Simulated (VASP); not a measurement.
# Ti (P6_3/mmc) in VASP: notebook

Runs on Ti. Level: PBE. Tasks: single point.

All numbers are computed with VASP 6.6.1; they aren't measurements. Logs are shortened: lines on timing, memory, paths and dates and some standing lists are left out, and cuts for length are marked.

## 1. The cell of the first run

Symmetry: P6_3/mmc, No. 194, hexagonal system. Conventional cell: a = 2.939 Å, b = 2.939 Å, c = 4.656 Å, α = 90.00°, β = 90.00°, γ = 120.00°. Ti (site symmetry -6m2) has 12 Ti at 2.88 to 2.94 Å within 3.8 Å.

## 2. Single point, PBE

INCAR reads:

```
PREC = Accurate ; ENCUT = 520
EDIFF = 1E-6 ; ISMEAR = 0
SIGMA = 0.6 ; LREAL = F
LASPH = T ; NELM = 80
ALGO = Normal ; ISIF = 2
LWAVE = F ; LCHARG = F
GGA = PE ; NBANDS = 19
```

KPOINTS reads:

```
Automatic mesh
0
Gamma
  12 12 7
```

POSCAR reads:

```
Ti
1.0
    2.9390756844      0.0000000000      0.0000000000
   -1.4695378422      2.5453142064      0.0000000000
    0.0000000000      0.0000000000      4.6559893251
Ti
2
Direct
    0.3333333333      0.6666666667      0.2500000000
    0.6666666667      0.3333333333      0.7500000000
```

Potentials or basis: VASP PAW PBE potentials, release 64 (Ti_sv).

Launch:

```sh
$ cat potpaw_PBE.64/Ti_sv/POTCAR > POTCAR
$ mpirun -np 1 vasp_std > vasp.out
```

OUTCAR:

```text
PREC = Accurate
   ENCUT = 520
   EDIFF = 1E-6
   ISMEAR = 0
   LREAL = F
   LASPH = T
   NELM = 80
   ISIF = 2
   GGA = PE

 ion  position               nearest neighbor table
   1  0.333  0.667  0.250-   2 2.88   2 2.88   2 2.88   2 2.88   2 2.88   2 2.88
   2  0.667  0.333  0.750-   1 2.88   1 2.88   1 2.88   1 2.88   1 2.88   1 2.88

  LATTYP: Found a hexagonal cell.
 ALAT       =     2.9390756844
 C/A-ratio  =     1.5841678899

  Lattice vectors:

 A1 = (   2.9390756844,   0.0000000000,   0.0000000000)
 A2 = (  -1.4695378422,   2.5453142064,   0.0000000000)
 A3 = (   0.0000000000,   0.0000000000,   4.6559893251)

Analysis of symmetry for initial positions (statically):
=====================================================================
 Subroutine PRICEL returns:
 Original cell was already a primitive cell.

 Routine SETGRP: Setting up the symmetry group for a
 hexagonal supercell.

 Subroutine GETGRP returns: Found 24 space group operations
 (whereof 12 operations were pure point group operations)
 out of a pool of 24 trial point group operations.

The static configuration has the point symmetry D_3d.
 The point group associated with its full space group is D_6h.

Analysis of symmetry for dynamics (positions and initial velocities):
=====================================================================
 Subroutine PRICEL returns:
 Original cell was already a primitive cell.

 Routine SETGRP: Setting up the symmetry group for a
 hexagonal supercell.

 Subroutine GETGRP returns: Found 24 space group operations
 (whereof 12 operations were pure point group operations)
 out of a pool of 24 trial point group operations.

The dynamic configuration has the point symmetry D_3d.
 The point group associated with its full space group is D_6h.

 Subroutine INISYM returns: Found 24 space group operations
 (whereof 12 operations are pure point group operations),
 and found     1 'primitive' translations

----------------------------------------------------------------------------------------

                                     Primitive cell

  volume of cell :      34.8309

  direct lattice vectors                    reciprocal lattice vectors
     2.939075684  0.000000000  0.000000000     0.340243024  0.196439402  0.000000000
    -1.469537842  2.545314206  0.000000000     0.000000000  0.392878804  0.000000000
     0.000000000  0.000000000  4.655989325     0.000000000  0.000000000  0.214777125

  length of vectors
     2.939075684  2.939075684  4.655989325     0.392878804  0.392878804  0.214777125

  position of ions in fractional coordinates (direct lattice)
     0.333333333  0.666666667  0.250000000
     0.666666667  0.333333333  0.750000000

  ion indices of the primitive-cell ions
   primitive index   ion index
                 1           1
                 2           2

----------------------------------------------------------------------------------------

 KPOINTS: Automatic mesh

Automatic generation of k-mesh.
 Grid dimensions read from file:
 generate k-points for:   12   12    7

 Generating k-lattice:

  Cartesian coordinates                     Fractional coordinates (reciprocal lattice)
     0.028353585  0.016369950  0.000000000     0.083333333  0.000000000  0.000000000
     0.000000000  0.032739900  0.000000000     0.000000000  0.083333333  0.000000000
     0.000000000  0.000000000  0.030682446     0.000000000  0.000000000  0.142857143

  Length of vectors
     0.032739900  0.032739900  0.030682446

  Shift w.r.t. Gamma in fractional coordinates (k-lattice)
     0.000000000  0.000000000  0.000000000

 Subroutine IBZKPT returns following result:
 ===========================================

 Found     76 irreducible k-points:

 Following reciprocal coordinates:
            Coordinates               Weight
  0.000000  0.000000  0.000000      1.000000
  0.083333  0.000000  0.000000      6.000000
  0.166667  0.000000  0.000000      6.000000
  0.250000  0.000000  0.000000      6.000000
  0.333333  0.000000  0.000000      6.000000
  0.416667  0.000000  0.000000      6.000000
[... 16 lines left out ...]
  0.250000  0.000000  0.142857     12.000000
  0.333333  0.000000  0.142857     12.000000
 [... further k-points ...]
   k-points           NKPTS =     76   k-points in BZ     NKDIM =     76   number of bands    NBANDS=     19
   number of dos      NEDOS =    301   number of ions     NIONS =      2
   total plane-waves  NPLWV =  20736
   dimension x,y,z NGX =    24 NGY =   24 NGZ =   36
   dimension x,y,z NGXF=    48 NGYF=   48 NGZF=   72
   ions per type =               2
   NGX,Y,Z   is equivalent  to a cutoff of  13.58, 13.58, 12.85 a.u.
   NGXF,Y,Z  is equivalent  to a cutoff of  27.15, 27.15, 25.71 a.u.
 SYSTEM =  unknown system
   PREC   = accura    normal or accurate (medium, high low for compatibility)
   ISTART =      0    job   : 0-new  1-cont  2-samecut
   ICHARG =      2    charge: 1-file 2-atom 10-const
   ISPIN  =      1    spin polarized calculation?
   LNONCOLLINEAR =      F non collinear calculations
   LSORBIT =      F    spin-orbit coupling
   LASPH  =      T    aspherical Exc in radial PAW
   ENCUT  =  520.0 eV  38.22 Ry    6.18 a.u.   5.46  5.46  8.66*2*pi/ulx,y,z
   NELM   =     80;   NELMIN=  2; NELMDL= -5     # of ELM steps
   EDIFF  = 0.1E-05   stopping-criterion for ELM
   LREAL  =      F    real-space projection
   EDIFFG = 0.1E-04   stopping-criterion for IOM
   NSW    =      0    number of steps for IOM
   IBRION =     -1    ionic relax: 0-MD 1-quasi-New 2-CG
   NFREE  =      0    steps in history (QN), initial steepest desc. (CG)
   ISIF   =      2    stress and relaxation
   ISYM   =      2    0-nonsym 1-usesym 2-fastsym
   POTIM  = 0.5000    time-step for ionic-motion
   TEBEG  =    0.0;   TEEND  =   0.0 temperature during run
   PSTRESS=    0.0 pullay stress
   NELECT =      24.0000    total number of electrons
   NUPDOWN=      -1.0000    fix difference up-down
   EMIN   =  10.00;   EMAX   =-10.00  energy-range for DOS
   EFERMI =   0.00;   METHOD = LEGACY
   ISMEAR =     0;   SIGMA  =   0.60  broadening in eV -4-tet -1-fermi 0-gaus
   EFERMI_NEDOS =   21; number of points for ismear=-14 and -15
   IALGO  =     38    algorithm
   IMIX   =      4    mixing-type and parameters
     AMIX     =   0.40;   BMIX     =  1.00
     AMIX_MAG =   1.60;   BMIX_MAG =  1.00
  volume/ion in A,a.u.               =      17.42       117.53
  Fermi-wavevector in a.u.,A,eV,Ry     =   1.445963  2.732474 28.447185  2.090809
  Thomas-Fermi vector in A             =   2.564085
   LORBIT       =      0    0 simple, 1 ext, 2 COOP (PROOUT), +10 PAW based schemes
   GGA     = PE    functional components
   LHFCALC =     F    Hartree Fock is set to
   AEXX    =    0.0000 exact exchange contribution
   IVDW    =     0    specifies the selected vdW correction
   LEPSILON=     F    determine dielectric tensor
   LRPA    =     F    only Hartree local field effects (RPA)
 non-spin polarized calculation
 Gauss-broadening in eV      SIGMA  =   0.60
  energy-cutoff  :      520.00
  volume of cell :       34.83
 maximum number of plane-waves:       965
 NGX is ok and might be reduce to    24
   NGX = 11   NGY = 11   NGZ = 17

 number of electron      24.0000002 magnetization

 Free energy of the ion-electron system (eV)
  ---------------------------------------------------
  ext. energy  EPLUGINS =         0.00000000
  ---------------------------------------------------
  free energy    TOTEN  =       -15.89892825 eV

  energy without entropy =      -15.38567347  energy(sigma->0) =      -15.64230086

 E-fermi :   8.2485     XC(G=0): -11.4807

 val. band max:        8.2460959590   @ k =   0.0833   0.0833   0.0000
 cond. band min:       8.2707915223   @ k =   0.4167   0.1667   0.4286
 fundamental gap:      0.0246955633
 Fermi energy:         8.2484934053

 k-point     1 :       0.0000    0.0000    0.0000
  band No.  band energies     occupation
      1     -48.5057      2.00000
      2     -48.3703      2.00000
      3     -25.0682      2.00000
      4     -24.4695      2.00000
      5     -24.4695      2.00000
      6     -24.3696      2.00000
[... 11 lines left out ...]
     18       9.9705      0.00005
     19      11.4971      0.00000

 k-point     2 :       0.0833    0.0000    0.0000
  band No.  band energies     occupation
      1     -48.4989      2.00000
      2     -48.3677      2.00000
      3     -25.0530      2.00000
      4     -24.5004      2.00000
      5     -24.4799      2.00000
      6     -24.4018      2.00000
[... 11 lines left out ...]
     18       9.8634      0.00014
     19      11.5540      0.00000

 k-point     3 :       0.1667    0.0000    0.0000
  band No.  band energies     occupation
      1     -48.4801      2.00000
      2     -48.3607      2.00000
      3     -25.0098      2.00000
      4     -24.5854      2.00000
      5     -24.5072      2.00000
      6     -24.4880      2.00000
[... 11 lines left out ...]
     18      10.0604      0.00002
     19      11.6732      0.00000

 k-point     4 :       0.2500    0.0000    0.0000
  band No.  band energies     occupation
      1     -48.4531      2.00000
      2     -48.3524      2.00000
      3     -24.9447      2.00000
      4     -24.7027      2.00000
      5     -24.6016      2.00000
      6     -24.5430      2.00000
[... 407 lines left out ...]
     18      10.1514      0.00001
     19      11.6456      0.00000

 k-point    23 :       0.2500    0.0000    0.1429
  band No.  band energies     occupation
      1     -48.4482      2.00000
      2     -48.3574      2.00000
      3     -24.9353      2.00000
      4     -24.6858      2.00000
      5     -24.6243      2.00000
      6     -24.5361      2.00000
[... 11 lines left out ...]
     18      10.5196      0.00000
     19      11.7327      0.00000

 k-point    24 :       0.3333    0.0000    0.1429
  band No.  band energies     occupation
      1     -48.4201      2.00000
      2     -48.3500      2.00000
      3     -24.9069      2.00000
      4     -24.7728      2.00000
      5     -24.7230      2.00000
      6     -24.5699      2.00000
[... 11 lines left out ...]
     18      11.0508      0.00000
     19      11.7961      0.00000

 [... further k-points ...]

------------------------ aborting loop because EDIFF is reached ----------------------------------------

  FORCE on cell =-STRESS in cart. coord.  units (eV):
  Direction    XX          YY          ZZ          XY          YZ          ZX
  --------------------------------------------------------------------------------------
  -------------------------------------------------------------------------------------
  Total        0.1472256      0.1472256      0.3113545      0.0000000      0.0000000      0.0000000
  in kB        6.7722012      6.7722012     14.3219313      0.0000000      0.0000000      0.0000000
  external PRESSURE =       9.2887779 kB  Pullay stress =       0.0000000 kB

 VOLUME and BASIS-vectors are now :
 -----------------------------------------------------------------------------
  energy-cutoff  :      520.00
  volume of cell :       34.83
      direct lattice vectors                 reciprocal lattice vectors
     2.939075684  0.000000000  0.000000000     0.340243024  0.196439402  0.000000000
    -1.469537842  2.545314206  0.000000000     0.000000000  0.392878804  0.000000000
     0.000000000  0.000000000  4.655989325     0.000000000  0.000000000  0.214777125

 POSITION                                       TOTAL-FORCE (eV/Angst)
 -----------------------------------------------------------------------------------
     -0.00000      1.69688      1.16400        -0.000000      0.000000      0.000000
      1.46954      0.84844      3.49199         0.000000     -0.000000      0.000000
 -----------------------------------------------------------------------------------
    total drift:                               -0.000000      0.000000     -0.000000

  FREE ENERGIE OF THE ION-ELECTRON SYSTEM (eV)
  ---------------------------------------------------
  free  energy   TOTEN  =       -15.8989282469 eV

  energy  without entropy=      -15.3856734661  energy(sigma->0) =      -15.64230086
```

It took 60 s on 1 thread of Intel Xeon Platinum 8175M at 2.50GHz (Skylake/Cascade Lake), shared host; peak memory 0.18 GiB.

What came out:

* Free energy: -15.8989 eV
* Pressure: 0.9 GPa
* Band gap on the k mesh: zero (band 12 reaches 9.10 eV, above the bottom of band 13 at 8.02 eV)

Stress tensor (GPa, compression positive):
```
0.68 0.00 0.00
0.00 0.68 0.00
0.00 0.00 1.43
```

## 3. Single point, PBE

INCAR reads:

```
PREC = Accurate
ENCUT = 520
EDIFF = 1E-6
ISMEAR = 0
SIGMA = 1.0
LREAL = F
LASPH = T
NELM = 80
ALGO = Normal
ISIF = 2
LWAVE = F
LCHARG = T
GGA = PE
LELF = T
LVHAR = T
NBANDS = 19
```

KPOINTS reads:

```
regular mesh
0
Gamma
  12 12 7
```

POSCAR is that of step 2.

Potentials or basis: VASP PAW PBE potentials, release 64 (Ti_sv).

Launch:

```sh
$ cat potpaw_PBE.64/Ti_sv/POTCAR > POTCAR
$ mpirun -np 1 vasp_std > vasp.out
```

Run time: 48 s. Hardware: 1 thread of Intel Xeon Platinum 8175M at 2.50GHz (Skylake/Cascade Lake), shared host; peak memory 0.17 GiB.

Results (log left out):

- Free energy: -16.3830 eV
- Pressure: 3.6 GPa
- Band gap on the k mesh: zero (band 12 reaches 9.14 eV, above the bottom of band 13 at 8.05 eV)

Stress tensor (GPa, compression positive):
```
2.92 0.00 0.00
0.00 2.92 0.00
0.00 0.00 5.03
```

Levels at points of the mesh, in eV from the Fermi level:
```csv
k point,band 9,band 10,band 11,band 12,band 13,band 14,band 15,band 16
"(0.00, 0.00, 0.00)",-6.14,-2.58,0.85,0.90,0.90,1.06,1.40,1.40
"(0.50, 0.00, 0.00)",-2.26,-2.05,-1.71,-0.54,0.64,0.77,1.32,3.48
```

## 4. Single point, PBE

INCAR reads:

```
SYSTEM = Ti
PREC = Accurate
ENCUT = 520
EDIFF = 1E-6
ISMEAR = 1
SIGMA = 0.01
LREAL = .FALSE.
LASPH = .TRUE.
NELM = 100
ALGO = Normal
ISIF = 2
LWAVE = .FALSE.
LCHARG = .TRUE.
GGA = PE
LELF = .TRUE.
LVHAR = .TRUE.
NBANDS = 19
```

KPOINTS reads:

```
Automatic mesh
0
G
  12 12 7
  0 0 0
```

POSCAR is that of step 3.

Launch:

```sh
$ cat potpaw_PBE.64/Ti_sv/POTCAR > POTCAR
$ mpirun -np 1 vasp_std > vasp.out
```

Run time: 53 s. Hardware: 1 thread of Intel Xeon Platinum 8175M at 2.50GHz (Skylake/Cascade Lake), shared host; peak memory 0.18 GiB.

Results (log left out):

* Free energy: -15.6709 eV
* Pressure: -0.3 GPa
* Band gap on the k mesh: zero (band 12 reaches 9.08 eV, above the bottom of band 13 at 8.01 eV)

Levels at points of the mesh, in eV from the Fermi level:
| k point | band 10 | band 11 | band 12 | band 13 | band 14 | band 15 |
| --- | --- | --- | --- | --- | --- | --- |
| (0.00, 0.00, 0.00) | -2.69 | 0.75 | 0.76 | 0.76 | 0.87 | 1.26 |
| (0.50, 0.00, 0.00) | -2.16 | -1.85 | -0.64 | 0.47 | 0.62 | 1.16 |

## 5. Single point, PBE

INCAR reads:

```
SYSTEM = Ti
PREC = Accurate ; ENCUT = 520
EDIFF = 1E-7 ; ISMEAR = 1
SIGMA = 0.03 ; LREAL = .FALSE.
LASPH = .TRUE. ; NELM = 60
ALGO = Normal ; ISIF = 2
LWAVE = .FALSE. ; LCHARG = .TRUE.
GGA = PE ; LELF = .TRUE.
LVHAR = .TRUE. ; NBANDS = 19
```

KPOINTS is that of step 4.

POSCAR is that of step 4.

Potentials or basis: VASP PAW PBE potentials, release 64 (Ti_sv).

Launch:

```sh
$ cat potpaw_PBE.64/Ti_sv/POTCAR > POTCAR
$ mpirun -np 1 vasp_std > vasp.out
```

OUTCAR:

```text
SYSTEM = Ti
   PREC = Accurate
   ENCUT = 520
   EDIFF = 1E-7
   ISMEAR = 1
   LREAL = .FALSE.
   LASPH = .TRUE.
   NELM = 60
   ISIF = 2
   GGA = PE

 ion  position               nearest neighbor table
   1  0.333  0.667  0.250-   2 2.88   2 2.88   2 2.88   2 2.88   2 2.88   2 2.88
   2  0.667  0.333  0.750-   1 2.88   1 2.88   1 2.88   1 2.88   1 2.88   1 2.88

  LATTYP: Found a hexagonal cell.
 ALAT       =     2.9390756844
 C/A-ratio  =     1.5841678899

  Lattice vectors:

[... 719 lines left out ...]

  FORCE on cell =-STRESS in cart. coord.  units (eV):
  Direction    XX          YY          ZZ          XY          YZ          ZX
  --------------------------------------------------------------------------------------
  -------------------------------------------------------------------------------------
  Total       -0.0829845     -0.0829845     -0.0886665      0.0000000     -0.0000000      0.0000000
  in kB       -3.8171891     -3.8171891     -4.0785539      0.0000000     -0.0000000      0.0000000
  external PRESSURE =      -3.9043107 kB  Pullay stress =       0.0000000 kB

 VOLUME and BASIS-vectors are now :
 -----------------------------------------------------------------------------
  energy-cutoff  :      520.00
  volume of cell :       34.83
      direct lattice vectors                 reciprocal lattice vectors
     2.939075684  0.000000000  0.000000000     0.340243024  0.196439402  0.000000000
    -1.469537842  2.545314206  0.000000000     0.000000000  0.392878804  0.000000000
     0.000000000  0.000000000  4.655989325     0.000000000  0.000000000  0.214777125

 POSITION                                       TOTAL-FORCE (eV/Angst)
 -----------------------------------------------------------------------------------
     -0.00000      1.69688      1.16400         0.000000     -0.000000      0.000000
      1.46954      0.84844      3.49199        -0.000000      0.000000      0.000000
 -----------------------------------------------------------------------------------
    total drift:                               -0.000000      0.000000     -0.000000

  FREE ENERGIE OF THE ION-ELECTRON SYSTEM (eV)
  ---------------------------------------------------
  free  energy   TOTEN  =       -15.6710199733 eV

  energy  without entropy=      -15.6708051516  energy(sigma->0) =      -15.67094837
```

OSZICAR:

```text
N       E                     dE             d eps       ncg     rms          rms(c)
DAV:   1     0.261487779044E+03    0.26149E+03   -0.13046E+04  2896   0.158E+03
DAV:   2     0.126002488144E+02   -0.24889E+03   -0.24497E+03  2987   0.438E+02
DAV:   3    -0.164627065529E+02   -0.29063E+02   -0.28721E+02  5406   0.123E+02
DAV:   4    -0.176986208312E+02   -0.12359E+01   -0.12336E+01  3340   0.263E+01
DAV:   5    -0.177639326556E+02   -0.65312E-01   -0.65295E-01  4289   0.423E+00    0.118E+01
DAV:   6    -0.156689175454E+02    0.20950E+01   -0.76759E+00  3371   0.277E+01    0.296E+00
DAV:   7    -0.156524701689E+02    0.16447E-01   -0.69327E-01  4326   0.609E+00    0.206E+00
DAV:   8    -0.156782390174E+02   -0.25769E-01   -0.19753E-01  3129   0.509E+00    0.701E-01
DAV:   9    -0.156705769441E+02    0.76621E-02   -0.42126E-02  3267   0.211E+00    0.688E-02
DAV:  10    -0.156709989882E+02   -0.42204E-03   -0.31771E-03  4079   0.331E-01    0.744E-02
DAV:  11    -0.156710309153E+02   -0.31927E-04   -0.12301E-04  3664   0.767E-02    0.345E-02
DAV:  12    -0.156710180702E+02    0.12845E-04   -0.38225E-05  3516   0.510E-02    0.440E-03
DAV:  13    -0.156710191645E+02   -0.10942E-05   -0.10603E-06  3406   0.947E-03    0.133E-03
DAV:  14    -0.156710196666E+02   -0.50219E-06   -0.96678E-08  2046   0.194E-03    0.770E-04
DAV:  15    -0.156710200093E+02   -0.34270E-06   -0.43930E-08  1597   0.175E-03    0.128E-04
DAV:  16    -0.156710199733E+02    0.36005E-07   -0.14075E-08  1558   0.906E-04
   1 F= -.15671020E+02 E0= -.15670948E+02  d E =-.214822E-03
```

It took 69 s on 1 thread of Intel Xeon Platinum 8175M at 2.50GHz (Skylake/Cascade Lake), shared host; peak memory 0.17 GiB.

What came out:

```
Free energy            : -15.6710 eV
Pressure               : -0.4 GPa
Band gap on the k mesh : zero (band 12 reaches 9.08 eV, above the bottom of band 13 at 8.01 eV)
```

## 6. The runs side by side

```csv
smearing,gap on the mesh (eV),pressure (GPa)
gaussian 0.6 eV,none,0.9
gaussian 1 eV,none,3.6
methfessel-paxton 0.01 eV,none,-0.3
methfessel-paxton 0.03 eV,none,-0.4
```

Alike in all rows: task single point; level PBE; potentials or basis VASP PAW PBE potentials, release 64 (Ti_sv); no spin polarisation; cell as given; k mesh 12 × 12 × 7; cutoff (eV) 520.

Every run on the cell as given and a fine mesh finds a metal.

Absolute energies hang on the potentials; compare differences alone.
